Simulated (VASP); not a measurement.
Write the native input for VASP 6.6.1 that does the following.

```
Task                   : single point
Functional             : PBE
Potentials or basis    : VASP PAW PBE potentials, release 64 (Sn_d, H, Pt)
Cutoff                 : 520 eV
k mesh                 : 4 × 4 × 4
Occupations            : gaussian, width 0.1 eV
Spin                   : no spin polarisation
Dipole correction      : no
Further INCAR settings : ALGO = Normal; EDIFF = 1e-06; NBANDS = 32
```

The structure of Sn2H6Pt lies in POSCAR:

```
Sn2H6Pt
1.0
    0.0000000000      4.2423483500      4.2423483500
    4.2423483500      0.0000000000      4.2423483500
    4.2423483500      4.2423483500      0.0000000000
Sn H Pt
2 6 1
Direct
    0.2500000000      0.2500000000      0.2500000000
    0.7500000000      0.7500000000      0.7500000000
    0.7500000000      0.2500000000      0.2500000000
    0.2500000000      0.7500000000      0.7500000000
    0.2500000000      0.7500000000      0.2500000000
    0.7500000000      0.2500000000      0.7500000000
    0.2500000000      0.2500000000      0.7500000000
    0.7500000000      0.7500000000      0.2500000000
    0.0000000000      0.0000000000      0.0000000000
```

These files were run (other wordings do the same):

INCAR

```
PREC = Accurate
ENCUT = 520
EDIFF = 1E-6
ISMEAR = 0
SIGMA = 0.1
LREAL = False
LASPH = True
NELM = 60
ALGO = Normal
ISIF = 2
LWAVE = False
LCHARG = False
GGA = PE
NBANDS = 32
```

KPOINTS

```
Automatic mesh
0
Gamma
  4 4 4
```

Potentials or basis: VASP PAW PBE potentials, release 64 (Sn_d, H, Pt).

The run is started by

```sh
$ cat potpaw_PBE.64/Sn_d/POTCAR potpaw_PBE.64/H/POTCAR potpaw_PBE.64/Pt/POTCAR > POTCAR
$ mpirun -np 1 vasp_std > vasp.out
```

Results of the run:

```
Pressure               : -14.3 GPa
Band gap on the k mesh : zero (band 22 reaches 2.74 eV, above the bottom of band 23 at 2.39 eV)
```

Caveat: spin-orbit coupling is left out, which moves the levels of the heavy elements.

It took 39 s on 1 thread of AMD EPYC 9R45 96-Core Processor (Zen 5), on a shared host, peak memory 0.3 GiB.
